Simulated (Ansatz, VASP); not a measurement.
## ZrO5 in VASP and in Ansatz

The input INCAR:

```
SYSTEM = ZrO5
  PREC = Accurate
  ENCUT = 600
  EDIFF = 1E-6
  ISMEAR = 0
  SIGMA = 0.1
  LREAL = .FALSE.
  LASPH = .TRUE.
  NELM = 80
  ALGO = Normal
  ISIF = 3
  LWAVE = .FALSE.
  LCHARG = .FALSE.
  GGA = PE
  IBRION = 2
  NSW = 100
  EDIFFG = -0.01
```

File KPOINTS:

```
regular mesh
0
G
  12 12 10
  0 0 0
```

POSCAR

```
ZrO5
1.0
    4.1992207411      0.0000000000      0.0000000000
   -2.0996103706      3.6366318379      0.0000000000
    0.0000000000      0.0000000000      4.0730641554
Zr O
1 5
Direct
    0.0000000000      0.0000000000      0.0000000000
    0.3333333333      0.6666666667      0.1694825741
    0.3333333333      0.6666666667      0.8305174259
    0.6666666667      0.3333333333      0.8305174259
    0.6666666667      0.3333333333      0.1694825741
    0.0000000000      0.0000000000      0.5000000000
```

Input for Ansatz:

```yaml
crystal:
  lattice:
    - [4.1992207411, 0.0, 0.0]
    - [-2.0996103706, 3.6366318379, 0.0]
    - [0.0, 0.0, 4.0730641554]
  atoms:
    - { symbol: Zr, position: [0.0, 0.0, 0.0] }
    - { symbol: O, position: [0.3333333333, 0.6666666667, 0.1694825741] }
    - { symbol: O, position: [0.3333333333, 0.6666666667, 0.8305174259] }
    - { symbol: O, position: [0.6666666667, 0.3333333333, 0.8305174259] }
    - { symbol: O, position: [0.6666666667, 0.3333333333, 0.1694825741] }
    - { symbol: O, position: [0.0, 0.0, 0.5] }
basis:
  ecutwfc: 420
kpoints:
  mp_grid: { grid: [12, 12, 10] }
hamiltonian:
  xc: pbe
scf:
  occupations: { method: gaussian, width: 0.1 }
output:
  forces: true
  stress: true
  eigenvalues: true
  write_density: true
  write_potential: true
  elf: true
  volumetric_format: npy
relax:
  adjacent_minimum: "off"
  f_tol: 0.01
  max_steps: 80
  cell: { stress_tol: 0.05 }
```

Alike in both runs: task relaxation of cell and atoms; functional PBE; k mesh 12 × 12 × 10; occupations gaussian, width 0.1 eV; no spin polarisation.

```csv
,VASP,Ansatz
version,VASP 6.6.1,Ansatz 0.2.0
potentials or method,"VASP PAW PBE potentials, release 64 (Zr_sv, O), cutoff 600 eV","scalar-relativistic, plane waves, PAW"
valence electrons in the cell,42,42
```

```tsv
	VASP	Ansatz	Ansatz less VASP
gap on the k mesh at the Fermi level, each at its own relaxed structure (eV)	none	none	-
relaxed volume (Å³/atom)	10.36	10.38	+0.021
relaxed cell length with the largest relative difference (Å)	4.196	4.202	+0.0062
```

A gap of «none» marks a metal or a gap that the smearing closes.
